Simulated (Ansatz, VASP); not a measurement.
# CrIn7N8 in VASP and in Ansatz

INCAR

```
  PREC = Accurate
  ENCUT = 600
  EDIFF = 1E-6
  ISMEAR = 0
  SIGMA = 0.05
  LREAL = F
  LASPH = T
  NELM = 200
  ALGO = Normal
  ISIF = 2
  LWAVE = F
  LCHARG = T
  LMAXMIX = 4
  LDAU = T
  LDAUTYPE = 2
  LDAUL = 2 -1 -1
  LDAUU = 5 0 0
  LDAUJ = 0 0 0
  LDAUPRINT = 1
  GGA = PS
  LELF = T
  LVHAR = T
  NBANDS = 86
  GGA_COMPAT = F
```

The input KPOINTS:

```
Automatic mesh
0
Gamma
  3 3 3
```

File POSCAR:

```
CrIn7N8
1.0
    7.0660019000      0.0000000000      0.0000000000
   -3.5330010000      6.1193372000      0.0000000000
    0.0000000000      0.0000000000      5.6930000000
Cr In N
1 7 8
Direct
    0.1666666667      0.3333333333      0.0036574946
    0.1675967231      0.8337983616      0.0028944307
    0.6662016384      0.3324032769      0.0028944307
    0.6662016384      0.8337983616      0.0028944307
    0.3309014108      0.1690985892      0.5023576432
    0.3309014108      0.6618028215      0.5023576432
    0.8381971785      0.1690985892      0.5023576432
    0.8333333333      0.6666666667      0.5037897257
    0.1666666667      0.3333333333      0.3466664878
    0.1681315506      0.8340657753      0.3847391353
    0.6659342247      0.3318684494      0.3847391353
    0.6659342247      0.8340657753      0.3847391353
    0.3210743043      0.1789256957      0.8906402141
    0.3210743043      0.6421486086      0.8906402141
    0.8578513914      0.1789256957      0.8906402141
    0.8333333333      0.6666666667      0.8839920218
```

Input for Ansatz:

```yaml
crystal:
  lattice:
    - [7.0660019, 0.0, 0.0]
    - [-3.533001, 6.1193372, 0.0]
    - [0.0, 0.0, 5.693]
  atoms:
    - { symbol: Cr, position: [0.1666666667, 0.3333333333, 0.0036574946] }
    - { symbol: In, position: [0.1675967231, 0.8337983616, 0.0028944307] }
    - { symbol: In, position: [0.6662016384, 0.3324032769, 0.0028944307] }
    - { symbol: In, position: [0.6662016384, 0.8337983616, 0.0028944307] }
    - { symbol: In, position: [0.3309014108, 0.1690985892, 0.5023576432] }
    - { symbol: In, position: [0.3309014108, 0.6618028215, 0.5023576432] }
    - { symbol: In, position: [0.8381971785, 0.1690985892, 0.5023576432] }
    - { symbol: In, position: [0.8333333333, 0.6666666667, 0.5037897257] }
    - { symbol: "N", position: [0.1666666667, 0.3333333333, 0.3466664878] }
    - { symbol: "N", position: [0.1681315506, 0.8340657753, 0.3847391353] }
    - { symbol: "N", position: [0.6659342247, 0.3318684494, 0.3847391353] }
    - { symbol: "N", position: [0.6659342247, 0.8340657753, 0.3847391353] }
    - { symbol: "N", position: [0.3210743043, 0.1789256957, 0.8906402141] }
    - { symbol: "N", position: [0.3210743043, 0.6421486086, 0.8906402141] }
    - { symbol: "N", position: [0.8578513914, 0.1789256957, 0.8906402141] }
    - { symbol: "N", position: [0.8333333333, 0.6666666667, 0.8839920218] }
basis:
  ecutwfc: 420
  ecutrho_ratio: 4
kpoints:
  mp_grid: { grid: [3, 3, 3] }
hamiltonian:
  xc: pbesol
  hubbard: { sites: [{ site: 0, l: d, u_eff: 5.0 }] }
scf:
  occupations: { method: gaussian, width: 0.05 }
  lower_state_search: "off"
  max_iter: 150
output:
  forces: true
  stress: true
  eigenvalues: true
  populations: true
  hubbard: { sites: [{ site: 0, l: d }] }
```

Alike in both runs: task single point; functional PBEsol; k mesh 3 × 3 × 3; occupations gaussian, width 0.05 eV; no spin polarisation; Hubbard terms Cr d U = 5.0 eV.

|  | VASP | Ansatz |
| --- | --- | --- |
| version | VASP 6.6.1 | Ansatz 0.2.0 |
| potentials or method | VASP PAW PBE potentials, release 64 (Cr_pv, In_d, N), cutoff 600 eV | scalar-relativistic, plane waves, PAW |
| valence electrons in the cell | 143 | 145 |

Ansatz gave:

| Item | Value |
| --- | --- |
| gap on the k mesh at the Fermi level (eV) | none |
| pressure (GPa) | -4.0 |
| traceless stress, the component that is largest in VASP (GPa) | 0.27 |
| rms of the force components (eV/Å) | 0.063 |

Q: What did VASP give for the same quantities?

A: gap on the k mesh at the Fermi level (eV): none; pressure (GPa): -3.6; traceless stress, the component that is largest in VASP (GPa): 0.29; rms of the force components (eV/Å): 0.047.

VASP's potentials were made for PBE, not for PBEsol. The programs project onto different local orbitals, so the same U acts differently, and such runs can settle in different states. Atom by atom the forces differ by 0.029 eV/Å (rms over components). A gap of «none» marks a metal or a gap that the smearing closes. VASP's potentials hold 143 valence electrons a cell and Ansatz's 145, so a difference there can come from the potentials and not from the codes. Ansatz's warnings: filled band counts differ across k points.

The k mesh is coarse, so the values compare programs but aren't converged.
